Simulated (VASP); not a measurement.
Here is a VASP 6.6.1 calculation.

The input INCAR:

```
ALGO     = Normal         # electronic algorithm
EDIFF    = 1E-7           # SCF threshold, eV
ENCUT    = 520            # plane-wave cutoff, eV
GGA      = PE             # functional
ISIF     = 2              # what is computed and relaxed
ISMEAR   = -1             # smearing method
ISPIN    = 2              # spin polarisation
LASPH    = T              # aspherical terms in the spheres
LCHARG   = F              # write CHGCAR
LMAXMIX  = 4              # l up to which the mixer works
LORBIT   = 11             # projections on sites
LREAL    = F              # projectors in reciprocal space
LWAVE    = F              # write WAVECAR
MAGMOM   = 3.8 0          # initial moments
NBANDS   = 24             # bands
NELM     = 150            # most SCF steps
PREC     = Accurate       # precision mode
SIGMA    = 0.1            # smearing width, eV
```

Contents of KPOINTS:

```
k-points
0
Gamma
  9 9 9
```

Contents of POSCAR:

```
MnHg
1.0
    3.3486556853      0.0000000000      0.0000000000
    0.0000000000      3.3486556853      0.0000000000
    0.0000000000      0.0000000000      3.2487000000
Mn Hg
1 1
Direct
    0.5000000000      0.5000000000      0.5000000000
    0.0000000000      0.0000000000      0.0000000000
```

Potentials or basis: VASP PAW PBE potentials, release 64 (Mn_pv, Hg).

Command:

```bash
$ cat potpaw_PBE.64/Mn_pv/POTCAR potpaw_PBE.64/Hg/POTCAR > POTCAR
$ mpirun -np 1 vasp_std > vasp.out
```

Q: Predict the site moments.

A: Mn +3.79; Hg -0.06 μB.

Q: What does it give for the pressure?

A: 0.6 GPa.

Q: What does it give for the net moment?

A: 3.86 μB per cell.

Stress tensor (GPa, compression positive):
```
0.53 0.00 0.00
0.00 0.53 0.00
0.00 0.00 0.71
```
